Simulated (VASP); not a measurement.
# RbBr (Fm-3m) in VASP: further runs

RbBr is run at these levels: PBEsol, revPBE+D3(BJ), r2SCAN+D4; tasks: relaxation of cell and atoms.

Program: VASP 6.6.1. These are calculated values, not measurements. Logs are shortened: lines on timing, memory, paths and dates and some standing lists are left out, and cuts for length are marked.

## (1) The cell of the first run

Symmetry: Fm-3m, No. 225, cubic system. The conventional cell has a = 6.854 Å, b = 6.854 Å, c = 6.854 Å, α = 90.00°, β = 90.00°, γ = 90.00°. Within 4.5 Å of Rb (site symmetry m-3m) lie 6 Br at 3.43 Å. Within 4.5 Å of Br (site symmetry m-3m) lie 6 Rb at 3.43 Å.

## (2) Relaxation of cell and atoms, PBEsol

File INCAR:

```
SYSTEM = RbBr
ALGO = Normal
EDIFF = 1E-7
EDIFFG = -0.01
ENCUT = 500
GGA = PS
GGA_COMPAT = .FALSE.
IBRION = 2
ISIF = 3
ISMEAR = 0
LASPH = .TRUE.
LCHARG = .FALSE.
LREAL = .FALSE.
LWAVE = .FALSE.
NELM = 120
NELMIN = 4
NSW = 80
PREC = Accurate
SIGMA = 0.01
```

File KPOINTS:

```
k-points
0
G
  4 4 4
  0 0 0
```

File POSCAR:

```
RbBr
1.0
    0.0000000000      3.4270000000      3.4270000000
    3.4270000000      0.0000000000      3.4270000000
    3.4270000000      3.4270000000      0.0000000000
Rb Br
1 1
Direct
    0.0000000000      0.0000000000      0.0000000000
    0.5000000000      0.5000000000      0.5000000000
```

Potentials or basis: VASP PAW PBE potentials, release 64 (Rb_sv, Br).

On the command line:

```console
> cat potpaw_PBE.64/Rb_sv/POTCAR potpaw_PBE.64/Br/POTCAR > POTCAR
> mpirun -np 1 vasp_std > vasp.out
```

OUTCAR:

```text
SYSTEM = RbBr
   EDIFF = 1E-7
   EDIFFG = -0.01
   ENCUT = 500
   GGA = PS
   IBRION = 2
   ISIF = 3
   ISMEAR = 0
   LASPH = .TRUE.
   LREAL = .FALSE.
   NELM = 120
   NELMIN = 4
   NSW = 80
   PREC = Accurate

 ion  position               nearest neighbor table
   1  0.000  0.000  0.000-   2 3.43   2 3.43   2 3.43   2 3.43   2 3.43   2 3.43
   2  0.500  0.500  0.500-   1 3.43   1 3.43   1 3.43   1 3.43   1 3.43   1 3.43

  LATTYP: Found a face centered cubic cell.
 ALAT       =     6.8540000000

  Lattice vectors:

 A1 = (   0.0000000000,   3.4270000000,   3.4270000000)
 A2 = (   3.4270000000,   0.0000000000,   3.4270000000)
 A3 = (   3.4270000000,   3.4270000000,   0.0000000000)

Analysis of symmetry for initial positions (statically):
=====================================================================
 Subroutine PRICEL returns:
 Original cell was already a primitive cell.

 Routine SETGRP: Setting up the symmetry group for a
 face centered cubic supercell.

 Subroutine GETGRP returns: Found 48 space group operations
 (whereof 48 operations were pure point group operations)
 out of a pool of 48 trial point group operations.

The static configuration has the point symmetry O_h .

Analysis of symmetry for dynamics (positions and initial velocities):
=====================================================================
 Subroutine PRICEL returns:
 Original cell was already a primitive cell.

 Routine SETGRP: Setting up the symmetry group for a
 face centered cubic supercell.

 Subroutine GETGRP returns: Found 48 space group operations
 (whereof 48 operations were pure point group operations)
 out of a pool of 48 trial point group operations.

The dynamic configuration has the point symmetry O_h .

 Subroutine INISYM returns: Found 48 space group operations
 (whereof 48 operations are pure point group operations),
 and found     1 'primitive' translations

----------------------------------------------------------------------------------------

                                     Primitive cell

  volume of cell :      80.4956

  direct lattice vectors                    reciprocal lattice vectors
     0.000000000  3.427000000  3.427000000    -0.145900204  0.145900204  0.145900204
     3.427000000  0.000000000  3.427000000     0.145900204 -0.145900204  0.145900204
     3.427000000  3.427000000  0.000000000     0.145900204  0.145900204 -0.145900204

  length of vectors
[... 75 lines left out ...]
   PSTRESS=    0.0 pullay stress
   NELECT =      16.0000    total number of electrons
   NUPDOWN=      -1.0000    fix difference up-down
   EMIN   =  10.00;   EMAX   =-10.00  energy-range for DOS
   EFERMI =   0.00;   METHOD = LEGACY
   ISMEAR =     0;   SIGMA  =   0.01  broadening in eV -4-tet -1-fermi 0-gaus
   EFERMI_NEDOS =   21; number of points for ismear=-14 and -15
   IALGO  =     38    algorithm
   IMIX   =      4    mixing-type and parameters
     AMIX     =   0.40;   BMIX     =  1.00
     AMIX_MAG =   1.60;   BMIX_MAG =  1.00
  volume/ion in A,a.u.               =      40.25       271.61
  Fermi-wavevector in a.u.,A,eV,Ry     =   0.955412  1.805467 12.419564  0.912812
  Thomas-Fermi vector in A             =   2.084247
   LORBIT       =      0    0 simple, 1 ext, 2 COOP (PROOUT), +10 PAW based schemes
   GGA     = PS    functional components
   LHFCALC =     F    Hartree Fock is set to
   AEXX    =    0.0000 exact exchange contribution
   IVDW    =     0    specifies the selected vdW correction
   LEPSILON=     F    determine dielectric tensor
   LRPA    =     F    only Hartree local field effects (RPA)
 conjugate gradient relaxation of ions
 non-spin polarized calculation
 Gauss-broadening in eV      SIGMA  =   0.01
  energy-cutoff  :      500.00
  volume of cell :       80.50
 maximum number of plane-waves:      2085
   NGX = 17   NGY = 17   NGZ = 17

 number of electron      15.9999999 magnetization

 Free energy of the ion-electron system (eV)
  ---------------------------------------------------
  ext. energy  EPLUGINS =         0.00000000
  ---------------------------------------------------
  free energy    TOTEN  =        -6.35508895 eV

  energy without entropy =       -6.35508895  energy(sigma->0) =       -6.35508895

 E-fermi :  -1.7171     XC(G=0):  -7.4050

 val. band max:       -1.8447279056   @ k =   0.0000   0.0000   0.0000
 cond. band min:       2.3668361896   @ k =   0.0000   0.0000   0.0000
 fundamental gap:      4.2115640952
 Fermi energy:        -1.7170501978

 k-point     1 :       0.0000    0.0000    0.0000
  band No.  band energies     occupation
      1     -26.2005      2.00000
      2     -14.0377      2.00000
      3     -10.2881      2.00000
      4     -10.2881      2.00000
      5     -10.2881      2.00000
      6      -1.8447      2.00000
      7      -1.8447      2.00000
      8      -1.8447      2.00000
      9       2.3668      0.00000
     10       5.3554      0.00000
     11       5.3554      0.00000
     12       5.3554      0.00000
[... 91 lines left out ...]
 k-point     8 :      -0.2500    0.5000    0.2500
  band No.  band energies     occupation
      1     -26.1880      2.00000
      2     -14.0108      2.00000
      3     -10.4196      2.00000
      4     -10.4196      2.00000
      5     -10.2701      2.00000
      6      -2.3506      2.00000
      7      -2.2024      2.00000
      8      -2.2024      2.00000
      9       5.1287      0.00000
     10       5.1287      0.00000
     11       6.3226      0.00000
     12       6.6772      0.00000

------------------------ aborting loop because EDIFF is reached ----------------------------------------

  FORCE on cell =-STRESS in cart. coord.  units (eV):
  Direction    XX          YY          ZZ          XY          YZ          ZX
  --------------------------------------------------------------------------------------
  -------------------------------------------------------------------------------------
  Total       -0.0132071     -0.0132071     -0.0132071     -0.0000000     -0.0000000      0.0000000
  in kB       -0.2628725     -0.2628725     -0.2628725     -0.0000000     -0.0000000      0.0000000
  external PRESSURE =      -0.2628725 kB  Pullay stress =       0.0000000 kB

 VOLUME and BASIS-vectors are now :
 -----------------------------------------------------------------------------
  energy-cutoff  :      500.00
  volume of cell :       80.50
      direct lattice vectors                 reciprocal lattice vectors
     0.000000000  3.427000000  3.427000000    -0.145900204  0.145900204  0.145900204
     3.427000000  0.000000000  3.427000000     0.145900204 -0.145900204  0.145900204
     3.427000000  3.427000000  0.000000000     0.145900204  0.145900204 -0.145900204

 POSITION                                       TOTAL-FORCE (eV/Angst)
 -----------------------------------------------------------------------------------
      0.00000      0.00000      0.00000        -0.000000     -0.000000     -0.000000
      3.42700      3.42700      3.42700         0.000000      0.000000      0.000000
 -----------------------------------------------------------------------------------
    total drift:                                0.000000      0.000000      0.000000

  FREE ENERGIE OF THE ION-ELECTRON SYSTEM (eV)
  ---------------------------------------------------
  free  energy   TOTEN  =        -6.3550889470 eV

  energy  without entropy=       -6.3550889470  energy(sigma->0) =       -6.35508895

 reached required accuracy - stopping structural energy minimisation
```

OSZICAR:

```text
N       E                     dE             d eps       ncg     rms          rms(c)
DAV:   1     0.901345641501E+02    0.90135E+02   -0.65707E+03   192   0.110E+03
DAV:   2    -0.125066596725E+01   -0.91385E+02   -0.87398E+02   300   0.198E+02
DAV:   3    -0.644012665590E+01   -0.51895E+01   -0.51726E+01   244   0.514E+01
DAV:   4    -0.655889316958E+01   -0.11877E+00   -0.11871E+00   284   0.707E+00
DAV:   5    -0.656005878281E+01   -0.11656E-02   -0.11656E-02   240   0.680E-01    0.277E+00
DAV:   6    -0.636124482786E+01    0.19881E+00   -0.31684E-01   212   0.284E+00    0.185E+00
DAV:   7    -0.634433644521E+01    0.16908E-01   -0.13444E-01   232   0.196E+00    0.916E-01
DAV:   8    -0.635403150896E+01   -0.96951E-02   -0.13926E-02   232   0.803E-01    0.894E-02
DAV:   9    -0.635470682017E+01   -0.67531E-03   -0.10369E-03   236   0.182E-01    0.618E-02
DAV:  10    -0.635507402782E+01   -0.36721E-03   -0.41070E-04   208   0.137E-01    0.148E-02
DAV:  11    -0.635508541179E+01   -0.11384E-04   -0.29277E-05   244   0.345E-02    0.125E-02
DAV:  12    -0.635508893540E+01   -0.35236E-05   -0.15060E-05   208   0.216E-02    0.373E-03
DAV:  13    -0.635508894703E+01   -0.11628E-07   -0.29666E-07   260   0.361E-03
   1 F= -.63550889E+01 E0= -.63550889E+01  d E =-.635509E+01
```

Run time: 9.6 s. Hardware: 1 thread of Intel Xeon Platinum 8259CL at 2.50GHz (Skylake/Cascade Lake), shared host; peak memory 0.2 GiB.

Results:

```
Free energy             : -6.3551 eV
Pressure after relaxing : 0.0 GPa
Band gap on the k mesh  : 4.21 eV
```

Final structure:
```
Rb Br
1.0
     0.00000    3.42700    3.42700
     3.42700    0.00000    3.42700
     3.42700    3.42700    0.00000
Rb Br
1 1
Cartesian
  0.0000 0.0000 0.0000
  3.4270 3.4270 3.4270
```

Caveat: the relaxation stopped at its first step, so nothing moved; the PAW data sets were made with another functional, which shifts forces and pressure a little.

## (3) Relaxation of cell and atoms, revPBE+D3(BJ)

File INCAR:

```
SYSTEM = RbBr
  ALGO = Normal
  EDIFF = 1E-7
  EDIFFG = -0.01
  ENCUT = 500
  GGA = RE
  GGA_COMPAT = .False.
  IBRION = 2
  ISIF = 3
  ISMEAR = 0
  IVDW = 12
  LASPH = .True.
  LCHARG = .False.
  LREAL = .False.
  LWAVE = .False.
  NELM = 120
  NELMIN = 4
  NSW = 80
  PREC = Accurate
  SIGMA = 0.01
```

File KPOINTS:

```
k-points
0
Gamma
  4 4 4
  0 0 0
```

POSCAR is that of step 2.

Potentials or basis: VASP PAW PBE potentials, release 64 (Rb_sv, Br).

On the command line:

```console
> cat potpaw_PBE.64/Rb_sv/POTCAR potpaw_PBE.64/Br/POTCAR > POTCAR
> mpirun -np 1 vasp_std > vasp.out
```

OUTCAR:

```text
SYSTEM = RbBr
   EDIFF = 1E-7
   EDIFFG = -0.01
   ENCUT = 500
   GGA = RE
   IBRION = 2
   ISIF = 3
   ISMEAR = 0
   IVDW = 12
   LASPH = .True.
   LREAL = .False.
   NELM = 120
   NELMIN = 4
   NSW = 80
   PREC = Accurate
 IVDW          = 12

 ion  position               nearest neighbor table
   1  0.000  0.000  0.000-   2 3.43   2 3.43   2 3.43   2 3.43   2 3.43   2 3.43
   2  0.500  0.500  0.500-   1 3.43   1 3.43   1 3.43   1 3.43   1 3.43   1 3.43

  LATTYP: Found a face centered cubic cell.
 ALAT       =     6.8540000000

  Lattice vectors:

 A1 = (   0.0000000000,   3.4270000000,   3.4270000000)
 A2 = (   3.4270000000,   0.0000000000,   3.4270000000)
 A3 = (   3.4270000000,   3.4270000000,   0.0000000000)

Analysis of symmetry for initial positions (statically):
[... 156 lines left out ...]

  energy without entropy =       -5.74146686  energy(sigma->0) =       -5.74146686

------------------------ aborting loop because EDIFF is reached ----------------------------------------

 Edisp (eV)   -0.68929

 E8    (eV) :    -0.5011
[... 111 lines left out ...]
--------------------------------------- Ionic step        4  -------------------------------------------

 number of electron      15.9999998 magnetization

 Free energy of the ion-electron system (eV)
  ---------------------------------------------------
  ext. energy  EPLUGINS =         0.00000000
  ---------------------------------------------------
  free energy    TOTEN  =        -5.78128316 eV

  energy without entropy =       -5.78128316  energy(sigma->0) =       -5.78128316

 E-fermi :  -1.6966     XC(G=0):  -6.7577

 val. band max:       -1.8115030121   @ k =   0.0000   0.0000   0.0000
 cond. band min:       2.7283837582   @ k =   0.0000   0.0000   0.0000
 fundamental gap:      4.5398867703
 Fermi energy:        -1.6966092812

 k-point     1 :       0.0000    0.0000    0.0000
  band No.  band energies     occupation
      1     -26.3686      2.00000
      2     -13.9127      2.00000
      3     -10.4451      2.00000
      4     -10.4451      2.00000
      5     -10.4451      2.00000
      6      -1.8115      2.00000
      7      -1.8115      2.00000
      8      -1.8115      2.00000
      9       2.7284      0.00000
     10       5.6211      0.00000
     11       5.6211      0.00000
     12       5.6211      0.00000
[... 136 lines left out ...]
  FREE ENERGIE OF THE ION-ELECTRON SYSTEM (eV)
  ---------------------------------------------------
  free  energy   TOTEN  =        -6.4378190131 eV

  energy  without entropy=       -6.4378190131  energy(sigma->0) =       -6.43781901

 reached required accuracy - stopping structural energy minimisation
```

OSZICAR:

```text
N       E                     dE             d eps       ncg     rms          rms(c)
DAV:   1     0.917031886284E+02    0.91703E+02   -0.65949E+03   192   0.110E+03
DAV:   2    -0.652055220908E+00   -0.92355E+02   -0.88384E+02   300   0.200E+02
DAV:   3    -0.581439659570E+01   -0.51623E+01   -0.51461E+01   248   0.513E+01
[... 41 lines left out ...]
DAV:   5    -0.578128178807E+01   -0.37016E-05   -0.48595E-06   356   0.144E-02    0.518E-03
DAV:   6    -0.578128319309E+01   -0.14050E-05   -0.66261E-07   192   0.816E-03    0.122E-03
DAV:   7    -0.578128331104E+01   -0.11795E-06   -0.21762E-08   156   0.130E-03    0.636E-04
DAV:   8    -0.578128315332E+01    0.15772E-06   -0.18643E-08   100   0.118E-03    0.803E-05
DAV:   9    -0.578128316376E+01   -0.10441E-07   -0.28263E-09    96   0.496E-04
   4 F= -.64378190E+01 E0= -.64378190E+01  d E =-.706493E-02
```

CONTCAR:

```text
RbBr
   1.00000000000000
    -0.0000000000000000    3.4804110370132912    3.4804110370132912
     3.4804110370132912   -0.0000000000000000    3.4804110370132912
     3.4804110370132912    3.4804110370132912    0.0000000000000000
  Rb              Br
     1     1
Direct
     0.0000000000000000    0.0000000000000000    0.0000000000000000
     0.5000000000000000    0.5000000000000000    0.5000000000000000

  0.00000000E+00  0.00000000E+00  0.00000000E+00
  0.00000000E+00  0.00000000E+00  0.00000000E+00
```

Run time: 33 s. Hardware: 1 thread of Intel Xeon Platinum 8259CL at 2.50GHz (Skylake/Cascade Lake), shared host; peak memory 0.21 GiB.

Results:

| Item | Value |
| --- | --- |
| Free energy | -6.4378 eV |
| Relaxed volume | 42.16 Å³/atom |
| Relaxed cell | a = 4.922 Å, b = 4.922 Å, c = 4.922 Å, α = 60.00°, β = 60.00°, γ = 60.00° |
| Space group after relaxing (to 0.1 Å) | Fm-3m (No. 225) |
| Energy gained by relaxing | 3.5 meV/atom |
| Ionic steps | 4 |
| Pressure after relaxing | 0.0 GPa |
| Band gap on the k mesh | 4.54 eV |
| Dispersion energy per atom | -0.328 eV |

Step by step:
```tsv
step	energy change (eV)	largest force (eV/Å)	pressure (GPa)	volume (Å³)
1	0.0000	0.0000	0.62	80.50
2	-0.0053	0.0000	0.30	82.33
3	-0.0070	0.0000	-0.04	84.59
4	-0.0071	0.0000	0.00	84.32
```

Final structure:
```
Rb Br
1.0
     0.00000    3.48041    3.48041
     3.48041    0.00000    3.48041
     3.48041    3.48041    0.00000
Rb Br
1 1
Direct
  0.00000 0.00000 0.00000
  0.50000 0.50000 0.50000
```

Caveat: the PAW data sets were made with another functional, which shifts forces and pressure a little.

## (4) Relaxation of cell and atoms, r2SCAN+D4

POSCAR is that of step 3.

File INCAR.step1:

```
ALGO     = Normal         # electronic algorithm
EDIFF    = 1E-5           # SCF threshold, eV
EDIFFG   = -0.005         # ionic threshold
ENCUT    = 550            # plane-wave cutoff, eV
GGA      = PE             # functional
GGA_COMPAT= False        
IBRION   = 2              # ionic algorithm
ISIF     = 3              # what is computed and relaxed
ISMEAR   = 0              # smearing method
LASPH    = True           # aspherical terms in the spheres
LCHARG   = False          # write CHGCAR
LREAL    = False          # projectors in reciprocal space
LWAVE    = True           # write WAVECAR
NELM     = 120            # most SCF steps
NELMIN   = 4            
NSW      = 100            # ionic steps
PREC     = Accurate       # precision mode
SIGMA    = 0.01           # smearing width, eV
```

File INCAR.step2:

```
ALGO     = Normal         # electronic algorithm
EDIFF    = 1E-7           # SCF threshold, eV
EDIFFG   = -0.01          # ionic threshold
ENCUT    = 550            # plane-wave cutoff, eV
GGA_COMPAT= False        
IBRION   = 2              # ionic algorithm
ISIF     = 3              # what is computed and relaxed
ISMEAR   = 0              # smearing method
ISTART   = 1            
IVDW     = 13             # dispersion correction
LASPH    = True           # aspherical terms in the spheres
LCHARG   = False          # write CHGCAR
LMIXTAU  = True         
LREAL    = False          # projectors in reciprocal space
LWAVE    = False          # write WAVECAR
METAGGA  = R2SCAN         # meta-GGA
NELM     = 120            # most SCF steps
NELMIN   = 4            
NSW      = 80             # ionic steps
PREC     = Accurate       # precision mode
SIGMA    = 0.01           # smearing width, eV
VDW_A1   = 0.51559235   
VDW_A2   = 5.77342911   
VDW_S6   = 1.0          
VDW_S8   = 0.6018749
```

File KPOINTS:

```
k-points
0
Gamma
  4 4 4
```

On the command line:

```console
> cat potpaw_PBE.64/Rb_sv/POTCAR potpaw_PBE.64/Br/POTCAR > POTCAR
> cp INCAR.step1 INCAR
> mpirun -np 1 vasp_std > vasp.out
> cp INCAR.step2 INCAR
> mpirun -np 1 vasp_std > vasp.out
```

It took 2.9 min on 1 thread of Intel Xeon Platinum 8259CL at 2.50GHz (Skylake/Cascade Lake), shared host; peak memory 0.26 GiB.

Results (log left out):

```
Free energy                           : -31.2429 eV
Relaxed volume                        : 41.05 Å³/atom
Relaxed cell                          : a = 4.878 Å, b = 4.878 Å, c = 4.878 Å, α = 60.00°, β = 60.00°, γ = 60.00°
Space group after relaxing (to 0.1 Å) : Fm-3m (No. 225)
Energy gained by relaxing             : 0.8 meV/atom
Ionic steps                           : 3
Pressure after relaxing               : 0.0 GPa
Band gap on the k mesh                : 4.92 eV
Dispersion energy per atom            : -0.044 eV
```

Step by step:
| step | energy change (eV) | largest force (eV/Å) | pressure (GPa) | volume (Å³) |
| --- | --- | --- | --- | --- |
| 1 | 0.0000 | 0.0000 | 0.31 | 80.50 |
| 2 | -0.0012 | 0.0000 | 0.13 | 81.40 |
| 3 | -0.0015 | 0.0000 | 0.01 | 82.09 |

Final structure:
```xyz
2
Lattice="0.0000 3.4495 3.4495 3.4495 0.0000 3.4495 3.4495 3.4495 0.0000" Properties=species:S:1:pos:R:3 pbc="T T T"
Rb    0.0000    0.0000    0.0000
Br    3.4495    3.4495    3.4495
```

Levels at points of the mesh, in eV from the valence-band top:
| k point | band 4 | band 5 | band 6 | band 7 | band 8 | band 9 | band 10 | band 11 | band 12 |
| --- | --- | --- | --- | --- | --- | --- | --- | --- | --- |
| (0.00, 0.00, 0.00) | -8.72 | -8.72 | 0.00 | 0.00 | 0.00 | 4.92 | 7.88 | 7.88 | 7.88 |
| (0.50, 0.00, 0.00) | -8.73 | -8.68 | -0.94 | -0.33 | -0.33 | 7.24 | 8.21 | 10.16 | 10.16 |
| (0.50, 0.50, 0.00) | -8.79 | -8.79 | -0.48 | -0.16 | -0.16 | 6.08 | 7.87 | 9.62 | 10.01 |

Caveat: the PAW data sets were made with another functional, which shifts forces and pressure a little. r2SCAN opens gaps a little over a GGA but as a rule still falls short of measured ones.

## (5) Summary

| level | cutoff (eV) | gap on the mesh (eV) | pressure (GPa) | relaxed volume (Å³/atom) |
| --- | --- | --- | --- | --- |
| PBEsol | 500 | 4.21 | 0.0 | - |
| revPBE+D3(BJ) | 500 | 4.54 | 0.0 | 42.16 |
| r2SCAN+D4 | 550 | 4.92 | 0.0 | 41.05 |

Alike in all rows: task relaxation of cell and atoms; potentials or basis VASP PAW PBE potentials, release 64 (Rb_sv, Br); no spin polarisation; cell relaxed; k mesh 4 × 4 × 4; smearing gaussian 0.01 eV.

Caveats: the PAW data sets were made with another functional, which shifts forces and pressure a little; the relaxation stopped at its first step, so nothing moved (at least some runs).

Absolute energies hang on the potentials; compare differences alone.
